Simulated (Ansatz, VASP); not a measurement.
## One calculation of P, two programs

```
CELL_PARAMETERS angstrom
3.28373 0.00000 0.00000
0.00000 34.85703 0.00000
0.00000 0.00000 4.63208
ATOMIC_POSITIONS crystal
P 0.81673 0.96050 0.63483
P 0.04794 0.03324 0.37272
P 0.60647 0.03206 0.13715
P 0.52887 0.97419 0.85530
```

Change from the starting cell: all atoms moved at random (sigma 0.3 Å a component).

Alike in both runs: task single point; functional PBEsol; k mesh 8 × 1 × 6; occupations gaussian, width 0.05 eV; no spin polarisation.

|  | VASP | Ansatz |
| --- | --- | --- |
| version | VASP 6.6.1 | Ansatz 0.2.0 |
| potentials or method | VASP PAW PBE potentials, release 64 (P), cutoff 520 eV | scalar-relativistic, plane waves, PAW |
| valence electrons in the cell | 20 | 20 |

|  | VASP | Ansatz | Ansatz less VASP |
| --- | --- | --- | --- |
| gap on the k mesh at the Fermi level (eV) | none | none | - |
| rms of the force components (eV/Å) | 18.031 | 18.047 | +0.0161 |

VASP's potentials were made for PBE, not for PBEsol. Atom by atom the forces differ by 0.043 eV/Å (rms over components). A gap of «none» marks a metal or a gap that the smearing closes.
